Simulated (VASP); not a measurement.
# RbCl (Fm-3m) in VASP: notebook

The runs below take RbCl through single point, with PBE.

Everything below comes from runs of VASP 6.6.1. Logs are shortened: lines on timing, memory, paths and dates and some standing lists are left out, and cuts for length are marked.

**1. The cell of the first run**

Symmetry: Fm-3m, No. 225, cubic system. Conventional cell: a = 6.267 Å, b = 6.267 Å, c = 6.267 Å, α = 90.00°, β = 90.00°, γ = 90.00°. Within 4.1 Å of Rb (site symmetry m-3m) lie 6 Cl at 3.13 Å. Cl (site symmetry m-3m) has 6 Rb at 3.13 Å within 4.1 Å.

**2. Single point, PBE (Na replaced by Rb, lengths x 1.121, strained)**

The input, INCAR:

```
ALGO = Normal
EDIFF = 1E-6
ENCUT = 500
GGA = PE
GGA_COMPAT = F
ISIF = 2
ISMEAR = 0
LASPH = T
LCHARG = F
LREAL = F
LWAVE = F
NBANDS = 15
NELM = 120
PREC = Accurate
SIGMA = 0.02
```

The input, KPOINTS:

```
k-points
0
Gamma
  6 6 6
```

The input, POSCAR:

```
RbCl
1.0
    0.0000000000      3.1333722452      3.1333722452
    3.1333722452      0.0000000000      3.1333722452
    3.1333722452      3.1333722452      0.0000000000
Rb Cl
1 1
Direct
    0.0000000000      0.0000000000      0.0000000000
    0.5000000000      0.5000000000      0.5000000000
```

Potentials or basis: VASP PAW PBE potentials, release 64 (Rb_sv, Cl).

Started as:

```bash
> cat potpaw_PBE.64/Rb_sv/POTCAR potpaw_PBE.64/Cl/POTCAR > POTCAR
> mpirun -np 1 vasp_std > vasp.out
```

OUTCAR:

```text
EDIFF = 1E-6
   ENCUT = 500
   GGA = PE
   ISIF = 2
   ISMEAR = 0
   LASPH = T
   LREAL = F
   NELM = 120
   PREC = Accurate

 ion  position               nearest neighbor table
   1  0.000  0.000  0.000-   2 3.13   2 3.13   2 3.13   2 3.13   2 3.13   2 3.13
   2  0.500  0.500  0.500-   1 3.13   1 3.13   1 3.13   1 3.13   1 3.13   1 3.13

  LATTYP: Found a face centered cubic cell.
 ALAT       =     6.2667444904

  Lattice vectors:

 A1 = (   0.0000000000,   3.1333722452,   3.1333722452)
 A2 = (   3.1333722452,   0.0000000000,   3.1333722452)
 A3 = (   3.1333722452,   3.1333722452,   0.0000000000)

Analysis of symmetry for initial positions (statically):
=====================================================================
 Subroutine PRICEL returns:
 Original cell was already a primitive cell.

 Routine SETGRP: Setting up the symmetry group for a
 face centered cubic supercell.

 Subroutine GETGRP returns: Found 48 space group operations
 (whereof 48 operations were pure point group operations)
 out of a pool of 48 trial point group operations.

The static configuration has the point symmetry O_h .

Analysis of symmetry for dynamics (positions and initial velocities):
=====================================================================
 Subroutine PRICEL returns:
 Original cell was already a primitive cell.

 Routine SETGRP: Setting up the symmetry group for a
 face centered cubic supercell.

 Subroutine GETGRP returns: Found 48 space group operations
 (whereof 48 operations were pure point group operations)
 out of a pool of 48 trial point group operations.

The dynamic configuration has the point symmetry O_h .

 Subroutine INISYM returns: Found 48 space group operations
 (whereof 48 operations are pure point group operations),
 and found     1 'primitive' translations

----------------------------------------------------------------------------------------

                                     Primitive cell

  volume of cell :      61.5270

  direct lattice vectors                    reciprocal lattice vectors
     0.000000000  3.133372245  3.133372245    -0.159572486  0.159572486  0.159572486
     3.133372245  0.000000000  3.133372245     0.159572486 -0.159572486  0.159572486
     3.133372245  3.133372245  0.000000000     0.159572486  0.159572486 -0.159572486

  length of vectors
     4.431257525  4.431257525  4.431257525     0.276387654  0.276387654  0.276387654

  position of ions in fractional coordinates (direct lattice)
     0.000000000  0.000000000  0.000000000
     0.500000000  0.500000000  0.500000000

  ion indices of the primitive-cell ions
   primitive index   ion index
                 1           1
                 2           2

----------------------------------------------------------------------------------------

 KPOINTS: k-points

Automatic generation of k-mesh.
 Grid dimensions read from file:
 generate k-points for:    6    6    6

 Generating k-lattice:

  Cartesian coordinates                     Fractional coordinates (reciprocal lattice)
    -0.026595414  0.026595414  0.026595414     0.166666667  0.000000000  0.000000000
     0.026595414 -0.026595414  0.026595414     0.000000000  0.166666667  0.000000000
     0.026595414  0.026595414 -0.026595414     0.000000000  0.000000000  0.166666667

  Length of vectors
     0.046064609  0.046064609  0.046064609

  Shift w.r.t. Gamma in fractional coordinates (k-lattice)
     0.000000000  0.000000000  0.000000000

 Subroutine IBZKPT returns following result:
 ===========================================

 Found     16 irreducible k-points:

 Following reciprocal coordinates:
            Coordinates               Weight
  0.000000  0.000000  0.000000      1.000000
  0.166667  0.000000  0.000000      8.000000
  0.333333  0.000000  0.000000      8.000000
  0.500000  0.000000  0.000000      4.000000
  0.166667  0.166667  0.000000      6.000000
  0.333333  0.166667  0.000000     24.000000
[... 8 lines left out ...]
 -0.333333  0.333333  0.166667     24.000000
 -0.333333  0.500000  0.166667     12.000000
   k-points           NKPTS =     16   k-points in BZ     NKDIM =     16   number of bands    NBANDS=     15
   number of dos      NEDOS =    301   number of ions     NIONS =      2
   total plane-waves  NPLWV =  32768
   dimension x,y,z NGX =    32 NGY =   32 NGZ =   32
   dimension x,y,z NGXF=    64 NGYF=   64 NGZF=   64
   ions per type =               1   1
   NGX,Y,Z   is equivalent  to a cutoff of  12.01, 12.01, 12.01 a.u.
   NGXF,Y,Z  is equivalent  to a cutoff of  24.01, 24.01, 24.01 a.u.
 SYSTEM =  unknown system
   PREC   = accura    normal or accurate (medium, high low for compatibility)
   ISTART =      0    job   : 0-new  1-cont  2-samecut
   ICHARG =      2    charge: 1-file 2-atom 10-const
   ISPIN  =      1    spin polarized calculation?
   LNONCOLLINEAR =      F non collinear calculations
   LSORBIT =      F    spin-orbit coupling
   LASPH  =      T    aspherical Exc in radial PAW
   ENCUT  =  500.0 eV  36.75 Ry    6.06 a.u.   8.08  8.08  8.08*2*pi/ulx,y,z
   NELM   =    120;   NELMIN=  2; NELMDL= -5     # of ELM steps
   EDIFF  = 0.1E-05   stopping-criterion for ELM
   LREAL  =      F    real-space projection
   EDIFFG = 0.1E-04   stopping-criterion for IOM
   NSW    =      0    number of steps for IOM
   IBRION =     -1    ionic relax: 0-MD 1-quasi-New 2-CG
   NFREE  =      0    steps in history (QN), initial steepest desc. (CG)
   ISIF   =      2    stress and relaxation
   ISYM   =      2    0-nonsym 1-usesym 2-fastsym
   POTIM  = 0.5000    time-step for ionic-motion
   TEBEG  =    0.0;   TEEND  =   0.0 temperature during run
   PSTRESS=    0.0 pullay stress
   NELECT =      16.0000    total number of electrons
   NUPDOWN=      -1.0000    fix difference up-down
   EMIN   =  10.00;   EMAX   =-10.00  energy-range for DOS
   EFERMI =   0.00;   METHOD = LEGACY
   ISMEAR =     0;   SIGMA  =   0.02  broadening in eV -4-tet -1-fermi 0-gaus
   EFERMI_NEDOS =   21; number of points for ismear=-14 and -15
   IALGO  =     38    algorithm
   IMIX   =      4    mixing-type and parameters
     AMIX     =   0.40;   BMIX     =  1.00
     AMIX_MAG =   1.60;   BMIX_MAG =  1.00
  volume/ion in A,a.u.               =      30.76       207.60
  Fermi-wavevector in a.u.,A,eV,Ry     =   1.044944  1.974657 14.856297  1.091907
  Thomas-Fermi vector in A             =   2.179718
   LORBIT       =      0    0 simple, 1 ext, 2 COOP (PROOUT), +10 PAW based schemes
   GGA     = PE    functional components
   LHFCALC =     F    Hartree Fock is set to
   AEXX    =    0.0000 exact exchange contribution
   IVDW    =     0    specifies the selected vdW correction
   LEPSILON=     F    determine dielectric tensor
   LRPA    =     F    only Hartree local field effects (RPA)
 non-spin polarized calculation
 Gauss-broadening in eV      SIGMA  =   0.02
  energy-cutoff  :      500.00
  volume of cell :       61.53
 maximum number of plane-waves:      1588
   NGX = 17   NGY = 17   NGZ = 17

 number of electron      16.0000001 magnetization

 Free energy of the ion-electron system (eV)
  ---------------------------------------------------
  ext. energy  EPLUGINS =         0.00000000
  ---------------------------------------------------
  free energy    TOTEN  =        -6.50882593 eV

  energy without entropy =       -6.50882593  energy(sigma->0) =       -6.50882593

 E-fermi :  -1.1652     XC(G=0):  -7.9640

 val. band max:       -1.2552817718   @ k =   0.0000   0.0000   0.0000
 cond. band min:       4.2500827412   @ k =   0.0000   0.0000   0.0000
 fundamental gap:      5.5053645130
 Fermi energy:        -1.1651649716

 k-point     1 :       0.0000    0.0000    0.0000
  band No.  band energies     occupation
      1     -24.8658      2.00000
      2     -13.4056      2.00000
      3      -8.9101      2.00000
      4      -8.9101      2.00000
      5      -8.9101      2.00000
      6      -1.2553      2.00000
      7      -1.2553      2.00000
      8      -1.2553      2.00000
      9       4.2501      0.00000
     10       6.7898      0.00000
     11       6.7898      0.00000
     12       6.7898      0.00000
     13       7.8754      0.00000
     14       7.8754      0.00000
     15      11.2907      0.00000

 k-point     2 :       0.1667    0.0000    0.0000
  band No.  band energies     occupation
      1     -24.8573      2.00000
      2     -13.4391      2.00000
      3      -8.9135      2.00000
      4      -8.9135      2.00000
      5      -8.8893      2.00000
      6      -1.5863      2.00000
      7      -1.3880      2.00000
      8      -1.3880      2.00000
      9       4.9674      0.00000
     10       6.6448      0.00000
     11       7.1901      0.00000
     12       7.1901      0.00000
     13       8.3939      0.00000
     14       8.3939      0.00000
     15      12.4941      0.00000

 k-point     3 :       0.3333    0.0000    0.0000
  band No.  band energies     occupation
      1     -24.8402      2.00000
      2     -13.5051      2.00000
      3      -8.9202      2.00000
      4      -8.9202      2.00000
      5      -8.8486      2.00000
      6      -2.1283      2.00000
      7      -1.6337      2.00000
      8      -1.6337      2.00000
      9       6.3841      0.00000
     10       6.8181      0.00000
     11       8.3095      0.00000
     12       8.3095      0.00000
     13       9.6935      0.00000
     14       9.6935      0.00000
     15      12.5881      0.00000
[... 199 lines left out ...]
 k-point    15 :      -0.3333    0.3333    0.1667
  band No.  band energies     occupation
      1     -24.8245      2.00000
      2     -13.4417      2.00000
      3      -9.1493      2.00000
      4      -9.1324      2.00000
      5      -8.8749      2.00000
      6      -1.9492      2.00000
      7      -1.5729      2.00000
      8      -1.5380      2.00000
      9       6.6958      0.00000
     10       6.7709      0.00000
     11       8.9718      0.00000
     12       9.0955      0.00000
     13      10.4043      0.00000
     14      11.2273      0.00000
     15      11.5422      0.00000

 k-point    16 :      -0.3333    0.5000    0.1667
  band No.  band energies     occupation
      1     -24.8223      2.00000
      2     -13.3937      2.00000
      3      -9.2866      2.00000
      4      -9.1518      2.00000
      5      -8.9257      2.00000
      6      -1.7277      2.00000
      7      -1.5071      2.00000
      8      -1.4140      2.00000
      9       5.6491      0.00000
     10       7.7136      0.00000
     11       8.2933      0.00000
     12       9.2697      0.00000
     13      10.1868      0.00000
     14      11.2018      0.00000
     15      11.9611      0.00000

------------------------ aborting loop because EDIFF is reached ----------------------------------------

  FORCE on cell =-STRESS in cart. coord.  units (eV):
  Direction    XX          YY          ZZ          XY          YZ          ZX
  --------------------------------------------------------------------------------------
  -------------------------------------------------------------------------------------
  Total        1.8074427      1.8074427      1.8074427      0.0000000      0.0000000      0.0000000
  in kB       47.0662002     47.0662002     47.0662002      0.0000000      0.0000000      0.0000000
  external PRESSURE =      47.0662002 kB  Pullay stress =       0.0000000 kB

 VOLUME and BASIS-vectors are now :
 -----------------------------------------------------------------------------
  energy-cutoff  :      500.00
  volume of cell :       61.53
      direct lattice vectors                 reciprocal lattice vectors
     0.000000000  3.133372245  3.133372245    -0.159572486  0.159572486  0.159572486
     3.133372245  0.000000000  3.133372245     0.159572486 -0.159572486  0.159572486
     3.133372245  3.133372245  0.000000000     0.159572486  0.159572486 -0.159572486

 POSITION                                       TOTAL-FORCE (eV/Angst)
 -----------------------------------------------------------------------------------
      0.00000      0.00000      0.00000        -0.000000     -0.000000      0.000000
      3.13337      3.13337      3.13337         0.000000      0.000000      0.000000
 -----------------------------------------------------------------------------------
    total drift:                                0.000000     -0.000000     -0.000000

  FREE ENERGIE OF THE ION-ELECTRON SYSTEM (eV)
  ---------------------------------------------------
  free  energy   TOTEN  =        -6.5088259300 eV

  energy  without entropy=       -6.5088259300  energy(sigma->0) =       -6.50882593
```

Wall time 12 s (1 thread of Intel Xeon Platinum 8259CL at 2.50GHz (Skylake/Cascade Lake), shared host); peak memory 0.17 GiB.

What came out:

| Property | Result |
| --- | --- |
| Free energy | -6.5088 eV |
| Pressure | 4.7 GPa |
| Band gap on the k mesh | 5.51 eV, direct |

Levels at points of the mesh, in eV from the valence-band top:
| k point | band 4 | band 5 | band 6 | band 7 | band 8 | band 9 | band 10 | band 11 | band 12 | band 13 |
| --- | --- | --- | --- | --- | --- | --- | --- | --- | --- | --- |
| (0.00, 0.00, 0.00) | -7.65 | -7.65 | 0.00 | 0.00 | 0.00 | 5.51 | 8.05 | 8.05 | 8.05 | 9.13 |
| (0.50, 0.00, 0.00) | -7.67 | -7.57 | -1.11 | -0.49 | -0.49 | 8.25 | 8.50 | 10.68 | 10.68 | 11.88 |
| (0.50, 0.50, 0.00) | -7.83 | -7.83 | -0.27 | -0.08 | -0.08 | 6.05 | 8.77 | 10.38 | 10.57 | 11.07 |

Caveat: the cell differs from its parent crystal (Na replaced by Rb, lengths x 1.121, strained).

**3. Single point, PBE (Na replaced by Rb, lengths x 1.121, strained)**

The input, INCAR:

```
SYSTEM = RbCl
  PREC = Accurate
  ENCUT = 500
  EDIFF = 1E-6
  ISMEAR = 0
  SIGMA = 0.02
  LREAL = .False.
  LASPH = .True.
  NELM = 120
  ALGO = Normal
  ISIF = 2
  LWAVE = .False.
  LCHARG = .False.
  GGA = PE
  NBANDS = 15
  GGA_COMPAT = .False.
```

The input, KPOINTS:

```
Automatic mesh
0
Gamma
  6 6 6
  0 0 0
```

The input, POSCAR:

```
RbCl
1.0
    0.0000000000      3.1384825396      3.1384825396
    3.1384825396      0.0000000000      3.1384825396
    3.1384825396      3.1384825396      0.0000000000
Rb Cl
1 1
Direct
    0.0000000000      0.0000000000      0.0000000000
    0.5000000000      0.5000000000      0.5000000000
```

Potentials or basis: VASP PAW PBE potentials, release 64 (Rb_sv, Cl).

Started as:

```bash
> cat potpaw_PBE.64/Rb_sv/POTCAR potpaw_PBE.64/Cl/POTCAR > POTCAR
> mpirun -np 1 vasp_std > vasp.out
```

Wall time 13 s (1 thread of Intel Xeon Platinum 8259CL at 2.50GHz (Skylake/Cascade Lake), shared host); peak memory 0.18 GiB.

Results (log left out):

| Item | Value |
| --- | --- |
| Free energy | -6.5176 eV |
| Pressure | 4.5 GPa |
| Band gap on the k mesh | 5.49 eV, direct |

Levels at points of the mesh, in eV from the valence-band top:
| k point | band 4 | band 5 | band 6 | band 7 | band 8 | band 9 | band 10 | band 11 | band 12 | band 13 |
| --- | --- | --- | --- | --- | --- | --- | --- | --- | --- | --- |
| (0.00, 0.00, 0.00) | -7.66 | -7.66 | 0.00 | 0.00 | 0.00 | 5.49 | 8.04 | 8.04 | 8.04 | 9.13 |
| (0.50, 0.00, 0.00) | -7.68 | -7.59 | -1.10 | -0.49 | -0.49 | 8.23 | 8.49 | 10.66 | 10.66 | 11.86 |
| (0.50, 0.50, 0.00) | -7.83 | -7.83 | -0.27 | -0.08 | -0.08 | 6.06 | 8.75 | 10.37 | 10.54 | 11.05 |

Caveat: the cell differs from its parent crystal (Na replaced by Rb, lengths x 1.121, strained).
